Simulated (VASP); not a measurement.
Set up this calculation in VASP 6.6.1, as the native input.

```yaml
Task: single point
Functional: r2SCAN
Potentials_or_basis: VASP PAW PBE potentials, release 64 (Zn, S)
Cutoff: 520 eV
k_mesh: 8 × 8 × 8
Occupations: gaussian, width 0.05 eV
Spin: no spin polarisation
Dipole_correction: no
Further_INCAR_settings: ALGO = Normal; EDIFF = 1e-07; NBANDS = 16
```

The system is ZnS.

```
Zn S
1.0
     0.00000    2.70465    2.70465
     2.63703    0.00000    2.70465
     2.63703    2.70465    0.00000
Zn S
1 1
Cartesian
  0.0000 0.0000 0.0000
  3.9556 4.0570 4.0570
```

This cell differs from its parent crystal: strain -0.0250 x Voigt [1, 0, 0, 0, 0, 0].

One way to write it, as run:

POSCAR

```
ZnS
1.0
    0.0000000000      2.7046500000      2.7046500000
    2.6370337500      0.0000000000      2.7046500000
    2.6370337500      2.7046500000      0.0000000000
Zn S
1 1
Direct
    0.0000000000      0.0000000000      0.0000000000
    0.7500000000      0.7500000000      0.7500000000
```

INCAR.step1

```
  PREC = Accurate
  ENCUT = 520
  ISMEAR = 0
  SIGMA = 0.05
  LREAL = False
  LASPH = True
  NELM = 60
  NBANDS = 16
  GGA = PE
  ALGO = Normal
  EDIFF = 1E-4
  LWAVE = True
  LCHARG = False
```

INCAR.step2

```
  PREC = Accurate
  ENCUT = 520
  EDIFF = 1E-7
  ISMEAR = 0
  SIGMA = 0.05
  LREAL = False
  LASPH = True
  NELM = 60
  ALGO = Normal
  ISIF = 2
  LWAVE = False
  LCHARG = False
  METAGGA = R2SCAN
  LMIXTAU = True
  NBANDS = 16
  ISTART = 1
```

KPOINTS

```
Automatic mesh
0
Gamma
  8 8 8
```

Potentials or basis: VASP PAW PBE potentials, release 64 (Zn, S).

Launch:

```bash
$ cat potpaw_PBE.64/Zn/POTCAR potpaw_PBE.64/S/POTCAR > POTCAR
$ cp INCAR.step1 INCAR
$ mpirun -np 1 vasp_std > vasp.out
$ cp INCAR.step2 INCAR
$ mpirun -np 1 vasp_std > vasp.out
```

Results of the run:

```yaml
Pressure: 1.2 GPa
Band_gap_on_the_k_mesh: 2.72 eV
```

Caveat: the cell differs from its parent crystal (strain -0.0250 x Voigt [1, 0, 0, 0, 0, 0]); the PAW data sets were made with another functional, which shifts forces and pressure a little.

Wall time 4.3 min on 1 thread of Intel Xeon 8259CL, with other jobs on the host, peak memory 0.19 GiB.
